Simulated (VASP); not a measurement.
# GaRe2Sb3 (P-6m2) in VASP: a series of runs

GaRe2Sb3 is run at these levels: PBE; tasks: relaxation of cell and atoms, single point.

All numbers are computed with VASP 6.6.1; they aren't measurements. Logs are shortened: lines on timing, memory, paths and dates and some standing lists are left out, and cuts for length are marked.

## 1. The cell of the first run

Symmetry: P-6m2, No. 187, hexagonal system. Conventional cell: a = 6.231 Å, b = 6.231 Å, c = 5.017 Å, α = 90.00°, β = 90.00°, γ = 120.00°. Ga (site symmetry -6m2) has 6 Sb at 3.12 Å and 3 Re at 3.60 Å within 4.1 Å. Re (site symmetry -6m2) has 3 Sb at 1.94 Å and 2 Re at 2.51 Å within 2.6 Å. Within 3.3 Å of Re (site symmetry -6m2) lie 2 Re at 2.51 Å and 6 Sb at 3.17 Å. Sb (site symmetry mm2) has 1 Re at 1.94 Å within 2.6 Å.

The cell was built from a structure type or drawn by symmetry, and may not be a known phase.

## 2. Relaxation of cell and atoms, PBE

Contents of INCAR:

```
PREC = Accurate
ENCUT = 600
EDIFF = 1E-6
ISMEAR = 0
SIGMA = 0.1
LREAL = F
LASPH = T
NELM = 60
ALGO = Normal
ISIF = 3
LWAVE = F
LCHARG = F
GGA = PE
IBRION = 2
NSW = 90
EDIFFG = -0.04
```

Contents of KPOINTS:

```
Automatic mesh
0
Gamma
  3 3 4
```

Contents of POSCAR:

```
GaRe2Sb3
1.0
    6.2312266000      0.0000000000      0.0000000000
   -3.1156133000      5.3964005400      0.0000000000
    0.0000000000      0.0000000000      5.0168448300
Ga Re Sb
1 2 3
Direct
    0.0000000000      0.0000000000      0.5000000000
    0.3333333300      0.6666666700      0.5000000000
    0.3333333300      0.6666666700      0.0000000000
    0.5126621200      0.4873378800      0.5000000000
    0.5126621200      0.0253242400      0.5000000000
    0.9746757600      0.4873378800      0.5000000000
```

Potentials or basis: VASP PAW PBE potentials, release 64 (Ga_d, Re, Sb).

Started as:

```console
$ cat potpaw_PBE.64/Ga_d/POTCAR potpaw_PBE.64/Re/POTCAR potpaw_PBE.64/Sb/POTCAR > POTCAR
$ mpirun -np 1 vasp_std > vasp.out
```

OUTCAR:

```text
PREC = Accurate
   ENCUT = 600
   EDIFF = 1E-6
   ISMEAR = 0
   LREAL = F
   LASPH = T
   NELM = 60
   ISIF = 3
   GGA = PE
   IBRION = 2
   NSW = 90
   EDIFFG = -0.04

 ion  position               nearest neighbor table
   1  0.000  0.000  0.500-   5 3.12   5 3.12   4 3.12   6 3.12   4 3.12   6 3.12
   2  0.333  0.667  0.500-   6 1.94   5 1.94   4 1.94   3 2.51   3 2.51
   3  0.333  0.667  0.000-   2 2.51   2 2.51   6 3.17   6 3.17   5 3.17   5 3.17   4 3.17   4 3.17

   4  0.513  0.487  0.500-   2 1.94   6 2.88   5 2.88   1 3.12   1 3.12   3 3.17   3 3.17   6 3.35
                             5 3.35
   5  0.513  0.025  0.500-   2 1.94   4 2.88   6 2.88   1 3.12   1 3.12   3 3.17   3 3.17   4 3.35
                             6 3.35
   6  0.975  0.487  0.500-   2 1.94   4 2.88   5 2.88   1 3.12   1 3.12   3 3.17   3 3.17   4 3.35
                             5 3.35

  LATTYP: Found a hexagonal cell.
 ALAT       =     6.2312266000
 C/A-ratio  =     0.8051135277

  Lattice vectors:

 A1 = (   6.2312266000,   0.0000000000,   0.0000000000)
 A2 = (  -3.1156133000,   5.3964005400,   0.0000000000)
 A3 = (   0.0000000000,   0.0000000000,   5.0168448300)

Analysis of symmetry for initial positions (statically):
=====================================================================
 Subroutine PRICEL returns:
 Original cell was already a primitive cell.

 Routine SETGRP: Setting up the symmetry group for a
 hexagonal supercell.

 Subroutine GETGRP returns: Found 12 space group operations
 (whereof 12 operations were pure point group operations)
 out of a pool of 24 trial point group operations.

The static configuration has the point symmetry D_3h.

Analysis of symmetry for dynamics (positions and initial velocities):
=====================================================================
 Subroutine PRICEL returns:
 Original cell was already a primitive cell.

 Routine SETGRP: Setting up the symmetry group for a
 hexagonal supercell.

 Subroutine GETGRP returns: Found 12 space group operations
 (whereof 12 operations were pure point group operations)
 out of a pool of 24 trial point group operations.

The dynamic configuration has the point symmetry D_3h.

 Subroutine INISYM returns: Found 12 space group operations
 (whereof 12 operations are pure point group operations),
 and found     1 'primitive' translations

----------------------------------------------------------------------------------------

                                     Primitive cell

  volume of cell :     168.6974

  direct lattice vectors                    reciprocal lattice vectors
     6.231226600  0.000000000  0.000000000     0.160482047  0.092654353  0.000000000
    -3.115613300  5.396400540  0.000000000     0.000000000  0.185308706  0.000000000
     0.000000000  0.000000000  5.016844830     0.000000000  0.000000000  0.199328469

  length of vectors
     6.231226600  6.231226607  5.016844830     0.185308706  0.185308706  0.199328469

  position of ions in fractional coordinates (direct lattice)
     0.000000000  0.000000000  0.500000000
     0.333333330  0.666666670  0.500000000
     0.333333330  0.666666670  0.000000000
     0.512662120  0.487337880  0.500000000
     0.512662120  0.025324240  0.500000000
     0.974675760  0.487337880  0.500000000

  ion indices of the primitive-cell ions
   primitive index   ion index
                 1           1
                 2           2
                 3           3
                 4           4
                 5           5
                 6           6

----------------------------------------------------------------------------------------

 KPOINTS: Automatic mesh

Automatic generation of k-mesh.
 Grid dimensions read from file:
 generate k-points for:    3    3    4

 Generating k-lattice:

  Cartesian coordinates                     Fractional coordinates (reciprocal lattice)
     0.053494016  0.030884784  0.000000000     0.333333333  0.000000000  0.000000000
     0.000000000  0.061769569  0.000000000     0.000000000  0.333333333  0.000000000
     0.000000000  0.000000000  0.049832117     0.000000000  0.000000000  0.250000000

  Length of vectors
     0.061769569  0.061769569  0.049832117

  Shift w.r.t. Gamma in fractional coordinates (k-lattice)
     0.000000000  0.000000000  0.000000000

 Subroutine IBZKPT returns following result:
 ===========================================

 Found      9 irreducible k-points:

 Following reciprocal coordinates:
            Coordinates               Weight
  0.000000  0.000000  0.000000      1.000000
  0.333333 -0.000000  0.000000      6.000000
  0.333333  0.333333  0.000000      2.000000
  0.000000  0.000000  0.250000      2.000000
  0.333333 -0.000000  0.250000     12.000000
  0.333333  0.333333  0.250000      4.000000
  0.000000  0.000000  0.500000      1.000000
  0.333333 -0.000000  0.500000      6.000000
  0.333333  0.333333  0.500000      2.000000
   k-points           NKPTS =      9   k-points in BZ     NKDIM =      9   number of bands    NBANDS=     25
   number of dos      NEDOS =    301   number of ions     NIONS =      6
   total plane-waves  NPLWV = 100000
   dimension x,y,z NGX =    50 NGY =   50 NGZ =   40
   dimension x,y,z NGXF=   100 NGYF=  100 NGZF=   80
   ions per type =               1   2   3
   NGX,Y,Z   is equivalent  to a cutoff of  13.34, 13.34, 13.26 a.u.
   NGXF,Y,Z  is equivalent  to a cutoff of  26.68, 26.68, 26.51 a.u.
 SYSTEM =  unknown system
   PREC   = accura    normal or accurate (medium, high low for compatibility)
   ISTART =      0    job   : 0-new  1-cont  2-samecut
   ICHARG =      2    charge: 1-file 2-atom 10-const
   ISPIN  =      1    spin polarized calculation?
   LNONCOLLINEAR =      F non collinear calculations
   LSORBIT =      F    spin-orbit coupling
   LASPH  =      T    aspherical Exc in radial PAW
   ENCUT  =  600.0 eV  44.10 Ry    6.64 a.u.  12.45 12.45 10.02*2*pi/ulx,y,z
   NELM   =     60;   NELMIN=  2; NELMDL= -5     # of ELM steps
   EDIFF  = 0.1E-05   stopping-criterion for ELM
   LREAL  =      F    real-space projection
   EDIFFG = -.4E-01   stopping-criterion for IOM
   NSW    =     90    number of steps for IOM
   IBRION =      2    ionic relax: 0-MD 1-quasi-New 2-CG
   NFREE  =      1    steps in history (QN), initial steepest desc. (CG)
   ISIF   =      3    stress and relaxation
   ISYM   =      2    0-nonsym 1-usesym 2-fastsym
   POTIM  = 0.5000    time-step for ionic-motion
   TEBEG  =    0.0;   TEEND  =   0.0 temperature during run
   PSTRESS=    0.0 pullay stress
   NELECT =      42.0000    total number of electrons
   NUPDOWN=      -1.0000    fix difference up-down
   EMIN   =  10.00;   EMAX   =-10.00  energy-range for DOS
   EFERMI =   0.00;   METHOD = LEGACY
   ISMEAR =     0;   SIGMA  =   0.10  broadening in eV -4-tet -1-fermi 0-gaus
   EFERMI_NEDOS =   21; number of points for ismear=-14 and -15
   IALGO  =     38    algorithm
   IMIX   =      4    mixing-type and parameters
     AMIX     =   0.40;   BMIX     =  1.00
     AMIX_MAG =   1.60;   BMIX_MAG =  1.00
  volume/ion in A,a.u.               =      28.12       189.74
  Fermi-wavevector in a.u.,A,eV,Ry     =   1.029884  1.946199 14.431180  1.060662
  Thomas-Fermi vector in A             =   2.163955
   LORBIT       =      0    0 simple, 1 ext, 2 COOP (PROOUT), +10 PAW based schemes
   GGA     = PE    functional components
   LHFCALC =     F    Hartree Fock is set to
   AEXX    =    0.0000 exact exchange contribution
   IVDW    =     0    specifies the selected vdW correction
   LEPSILON=     F    determine dielectric tensor
   LRPA    =     F    only Hartree local field effects (RPA)
 conjugate gradient relaxation of ions
 non-spin polarized calculation
 Gauss-broadening in eV      SIGMA  =   0.10
  energy-cutoff  :      600.00
  volume of cell :      168.70
 maximum number of plane-waves:      5660
 NGX is ok and might be reduce to    50
   NGX = 25   NGY = 25   NGZ = 21

--------------------------------------- Ionic step        1  -------------------------------------------

 number of electron      42.0000011 magnetization

 Free energy of the ion-electron system (eV)
  ---------------------------------------------------
  ext. energy  EPLUGINS =         0.00000000
  ---------------------------------------------------
  free energy    TOTEN  =       -14.02646594 eV

  energy without entropy =      -13.97525659  energy(sigma->0) =      -14.00086127

 E-fermi :   5.2695     XC(G=0):  -9.2347

 val. band max:        5.2276926524   @ k =   0.3333   0.3333   0.0000
 cond. band min:       5.2699614333   @ k =   0.3333  -0.0000   0.2500
 fundamental gap:      0.0422687809
 Fermi energy:         5.2695174190

 k-point     1 :       0.0000    0.0000    0.0000
  band No.  band energies     occupation
      1     -10.2175      2.00000
      2     -10.1988      2.00000
      3     -10.1988      2.00000
      4     -10.1898      2.00000
      5     -10.1898      2.00000
      6      -7.6054      2.00000
[... 278 lines left out ...]
  energy  without entropy=      -13.9752565905  energy(sigma->0) =      -14.00086127

--------------------------------------- Ionic step        2  -------------------------------------------

 number of electron      42.0000042 magnetization

------------------------ aborting loop EDIFF was not reached (unconverged)  ----------------------------

  FORCE on cell =-STRESS in cart. coord.  units (eV):
  Direction    XX          YY          ZZ          XY          YZ          ZX
  --------------------------------------------------------------------------------------
  -------------------------------------------------------------------------------------
  Total      227.0175714    227.0175725     -4.4895022      0.0000000      0.0000000      0.0000000
  in kB      775.1622975    775.1623015    -15.3296189      0.0000000      0.0000000      0.0000000
  external PRESSURE =     511.6649934 kB  Pullay stress =       0.0000000 kB

 VOLUME and BASIS-vectors are now :
 -----------------------------------------------------------------------------
  energy-cutoff  :      600.00
  volume of cell :      469.22
      direct lattice vectors                 reciprocal lattice vectors
    10.443121429  0.000000000  0.000000000     0.095756811  0.055285220  0.000000000
    -5.221560715  9.044008476  0.000000000     0.000000000  0.110570440  0.000000000
     0.000000000 -0.000000000  4.968051920     0.000000000  0.000000000  0.201286141
[... 314 lines left out ...]
     24      -0.2232      1.80153
     25      -0.1290      0.96343

[... ionic steps 4 to 15 ...]

--------------------------------------- Ionic step       16  -------------------------------------------

 number of electron      42.0000009 magnetization

------------------------ aborting loop because EDIFF is reached ----------------------------------------

  FORCE on cell =-STRESS in cart. coord.  units (eV):
  Direction    XX          YY          ZZ          XY          YZ          ZX
  --------------------------------------------------------------------------------------
  -------------------------------------------------------------------------------------
  Total       -0.5114988     -0.5114988     -0.2165428      0.0000000     -0.0000000      0.0000000
  in kB       -3.6220542     -3.6220543     -1.5333954      0.0000000     -0.0000000      0.0000000
  external PRESSURE =      -2.9258346 kB  Pullay stress =       0.0000000 kB
[... 65 lines left out ...]
  energy  without entropy=      -31.5244967796  energy(sigma->0) =      -31.54933163

--------------------------------------- Ionic step       18  -------------------------------------------

 number of electron      42.0000012 magnetization

 Free energy of the ion-electron system (eV)
  ---------------------------------------------------
  ext. energy  EPLUGINS =         0.00000000
  ---------------------------------------------------
  free energy    TOTEN  =       -31.57591290 eV

  energy without entropy =      -31.52612450  energy(sigma->0) =      -31.55101870

 E-fermi :   2.9298     XC(G=0):  -8.1929

 val. band max:        2.9239409978   @ k =   0.3333  -0.0000   0.2500
 cond. band min:       2.9934124754   @ k =   0.3333   0.3333   0.5000
 fundamental gap:      0.0694714776
 Fermi energy:         2.9297603870

 k-point     1 :       0.0000    0.0000    0.0000
  band No.  band energies     occupation
      1     -12.9162      2.00000
      2     -12.9027      2.00000
      3     -12.9027      2.00000
      4     -12.8763      2.00000
      5     -12.8762      2.00000
      6      -8.1169      2.00000
[... 274 lines left out ...]
  FREE ENERGIE OF THE ION-ELECTRON SYSTEM (eV)
  ---------------------------------------------------
  free  energy   TOTEN  =       -31.5759128963 eV

  energy  without entropy=      -31.5261244988  energy(sigma->0) =      -31.55101870

 reached required accuracy - stopping structural energy minimisation
```

Run time: 29 min. Hardware: 1 thread of Intel Xeon Platinum 8259CL at 2.50GHz (Skylake/Cascade Lake), shared host; peak memory 0.37 GiB.

What came out:

```
Free energy                           : -31.5759 eV
Relaxed volume                        : 37.48 Å³/atom
Relaxed cell                          : a = 7.387 Å, b = 7.387 Å, c = 4.759 Å, α = 90.00°, β = 90.00°, γ = 120.00°
Space group after relaxing (to 0.1 Å) : P-6m2 (No. 187)
Pressure after relaxing               : 0.0 GPa
Largest force after relaxing          : 0.033 eV/Å
Band gap on the k mesh                : zero (bands 21 and 22 overlap by 0.81 eV)
```

Forces on the atoms (eV/Å):
```
Ga   0.000  0.000  0.000
Re   0.000  0.000  0.000
Re   0.000  0.000  0.000
Sb  -0.029  0.017  0.000
Sb   0.000 -0.033  0.000
Sb   0.029  0.017  0.000
```

Stress tensor (GPa, compression positive):
```
-0.01  0.00  0.00
 0.00 -0.01  0.00
 0.00  0.00  0.07
```

Final structure:
```
CELL_PARAMETERS angstrom
7.38734 0.00000 0.00000
-3.69367 6.39763 0.00000
0.00000 0.00000 4.75875
ATOMIC_POSITIONS crystal
Ga 0.00000 0.00000 0.50000
Re 0.33333 0.66667 0.50000
Re 0.33333 0.66667 0.00000
Sb 0.53223 0.46777 0.50000
Sb 0.53223 0.06446 0.50000
Sb 0.93554 0.46777 0.50000
```

Caveat: the k points lie up to 0.33 Å⁻¹ apart in the final cell, too coarse for converged energies and pressures of a metal; the volume moved by over 15 % at a fixed basis, so the end points are rough; spin-orbit coupling is left out, which moves the levels of the heavy elements.

## 3. Single point, PBE, collinear spin

This run uses another cell than the first one, of 37.77 Å³/atom.

Contents of INCAR:

```
SYSTEM = GaRe2Sb3
ALGO = Normal ; EDIFF = 1E-7
ENCUT = 520 ; GGA = PE
ISIF = 2 ; ISMEAR = 0
ISPIN = 2 ; LASPH = .True.
LCHARG = .False. ; LMAXMIX = 4
LORBIT = 11 ; LREAL = .False.
LWAVE = .False. ; MAGMOM = 0 1 1 0 0 0
NBANDS = 34 ; NELM = 150
PREC = Accurate ; SIGMA = 0.1
```

Contents of KPOINTS:

```
k-points
0
Gamma
  3 3 4
  0 0 0
```

Contents of POSCAR:

```
GaRe2Sb3
1.0
    7.3971592473      0.0000000000      0.0000000000
   -3.6985796236      6.4061278240      0.0000000000
    0.0000000000      0.0000000000      4.7829210438
Ga Re Sb
1 2 3
Direct
    0.0000000000      0.0000000000      0.5000000000
    0.3333333333      0.6666666667      0.5000000000
    0.3333333333      0.6666666667      0.0000000000
    0.5319719515      0.4680280485      0.5000000000
    0.5319719515      0.0639439031      0.5000000000
    0.9360560969      0.4680280485      0.5000000000
```

Potentials or basis: VASP PAW PBE potentials, release 64 (Ga_d, Re, Sb).

Started as:

```console
$ cat potpaw_PBE.64/Ga_d/POTCAR potpaw_PBE.64/Re/POTCAR potpaw_PBE.64/Sb/POTCAR > POTCAR
$ mpirun -np 1 vasp_std > vasp.out
```

OUTCAR:

```text
SYSTEM = GaRe2Sb3
   EDIFF = 1E-7
   ENCUT = 520
   GGA = PE
   ISIF = 2
   ISMEAR = 0
   ISPIN = 2
   LASPH = .True.
   LORBIT = 11
   LREAL = .False.
   NELM = 150
   PREC = Accurate

 ion  position               nearest neighbor table
   1  0.000  0.000  0.500-
   2  0.333  0.667  0.500-   3 2.39   3 2.39   4 2.55   5 2.55   6 2.55
   3  0.333  0.667  0.000-   2 2.39   2 2.39   4 3.49   4 3.49   5 3.49   5 3.49   6 3.49   6 3.49

   4  0.532  0.468  0.500-   2 2.55   5 2.99   6 2.99   3 3.49   3 3.49
   5  0.532  0.064  0.500-   2 2.55   4 2.99   6 2.99   3 3.49   3 3.49
   6  0.936  0.468  0.500-   2 2.55   4 2.99   5 2.99   3 3.49   3 3.49

  LATTYP: Found a hexagonal cell.
 ALAT       =     7.3971592473
 C/A-ratio  =     0.6465888977

[... 869 lines left out ...]
      0.00000      0.00000      2.39146        -0.000000      0.000000      0.000000
     -0.00000      4.27075      2.39146         0.000000      0.000000      0.000000
     -0.00000      4.27075      0.00000         0.000000      0.000000      0.000000
      2.20404      2.99825      2.39146         0.080756     -0.046625     -0.000000
      3.69858      0.40963      2.39146         0.000000      0.093249      0.000000
      5.19312      2.99825      2.39146        -0.080756     -0.046625     -0.000000
 -----------------------------------------------------------------------------------
    total drift:                                0.000000     -0.000000     -0.000000

  FREE ENERGIE OF THE ION-ELECTRON SYSTEM (eV)
  ---------------------------------------------------
  free  energy   TOTEN  =       -31.8659096024 eV

  energy  without entropy=      -31.8512038785  energy(sigma->0) =      -31.85855674

 total charge

# of ion       s       p       d       tot
------------------------------------------
    1        1.225   0.176   9.924  11.324
    2        0.668   0.506   5.159   6.333
    3        0.588   0.302   4.796   5.686
    4        1.206   1.147   0.044   2.398
    5        1.206   1.147   0.044   2.398
    6        1.206   1.147   0.044   2.398
--------------------------------------------------
tot          6.099   4.425  20.012  30.536

 magnetization (x)

# of ion       s       p       d       tot
------------------------------------------
    1        0.002  -0.000   0.000   0.002
    2        0.008  -0.008  -0.093  -0.093
    3        0.127   0.010   1.691   1.827
    4        0.002  -0.026   0.002  -0.023
    5        0.002  -0.026   0.002  -0.023
    6        0.002  -0.026   0.002  -0.023
--------------------------------------------------
tot          0.141  -0.077   1.603   1.667
```

OSZICAR:

```text
N       E                     dE             d eps       ncg     rms          rms(c)
DAV:   1     0.237244396324E+03    0.23724E+03   -0.16324E+04  2070   0.119E+03
DAV:   2    -0.492944677937E+01   -0.24217E+03   -0.22554E+03  2086   0.408E+02
DAV:   3    -0.318420974393E+02   -0.26913E+02   -0.25787E+02  2200   0.120E+02
[... 13 lines left out ...]
DAV:  17    -0.318659015078E+02   -0.28798E-04   -0.39241E-05  1664   0.286E-02    0.163E-02
DAV:  18    -0.318659069262E+02   -0.54185E-05   -0.11880E-05  1872   0.196E-02    0.879E-03
DAV:  19    -0.318659066429E+02    0.28329E-06   -0.52026E-06  1912   0.148E-02    0.883E-03
DAV:  20    -0.318659092874E+02   -0.26444E-05   -0.42624E-06  1976   0.112E-02    0.356E-03
DAV:  21    -0.318659095354E+02   -0.24800E-06   -0.49488E-07  1544   0.336E-03    0.231E-03
DAV:  22    -0.318659096024E+02   -0.66998E-07   -0.23612E-07  1104   0.371E-03
   1 F= -.31865910E+02 E0= -.31858557E+02  d E =-.147057E-01  mag=     1.8820
```

It took 4.6 min on 1 thread of Intel Xeon Platinum 8259CL at 2.50GHz (Skylake/Cascade Lake), shared host; peak memory 0.47 GiB.

What came out:

| Property | Result |
| --- | --- |
| Free energy | -31.8659 eV |
| Pressure | 0.5 GPa |
| Largest force | 0.093 eV/Å |
| Net moment | 1.88 μB per cell |
| Site moments | Ga +0.00; Re -0.09, +1.83; Sb -0.02 μB |
| Valence electrons inside the program's atomic spheres | Ga 11.32; Re 6.33, 5.69; Sb 2.40 |

Forces on the atoms (eV/Å):
```
Ga   0.000  0.000  0.000
Re   0.000  0.000  0.000
Re   0.000  0.000  0.000
Sb   0.081 -0.047  0.000
Sb   0.000  0.093  0.000
Sb  -0.081 -0.047  0.000
```

Caveat: spin-orbit coupling is left out, which moves the levels of the heavy elements.
